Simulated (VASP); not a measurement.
The system is Ir.

```xyz
1
Lattice="-1.5237 1.5237 1.5237 1.5237 -1.5237 1.5237 1.5237 1.5237 -1.5237" Properties=species:S:1:pos:R:3 pbc="T T T"
Ir    0.0000    0.0000    0.0000
```

| Quantity | Value |
| --- | --- |
| Program | VASP 6.6.1 |
| Task | relaxation of cell and atoms |
| Functional | PBEsol |
| Potentials or basis | VASP PAW PBE potentials, release 64 (Ir) |
| Cutoff | 600 eV |
| k mesh | 14 × 14 × 14 |
| Occupations | fermi-dirac, width 0.1 eV |
| Spin | no spin polarisation |

At the start: pressure 11.9 GPa; volume 14.15 Å³/atom.

Q: How do energy, volume and symmetry change on relaxing?

A: Over 4 steps the energy falls by 16.5 meV/atom and the volume is 14.61 Å³/atom (+3.3 %); space group Im-3m (No. 229, to 0.05 Å).

The path:
```
step  energy change (eV)  largest force (eV/Å)  pressure (GPa)  volume (Å³)
   1              0.0000                0.0000           11.92        14.15
   2              0.1728                0.0000          -29.75        16.42
   3             -0.0165                0.0000           -0.59        14.63
   4             -0.0165                0.0000           -0.03        14.61
```

Final structure:
```
CELL_PARAMETERS angstrom
-1.54004 1.54004 1.54004
1.54004 -1.54004 1.54004
1.54004 1.54004 -1.54004
ATOMIC_POSITIONS crystal
Ir 0.00000 0.00000 0.00000
```

Caveat: the PAW data sets were made with another functional, which shifts forces and pressure a little.
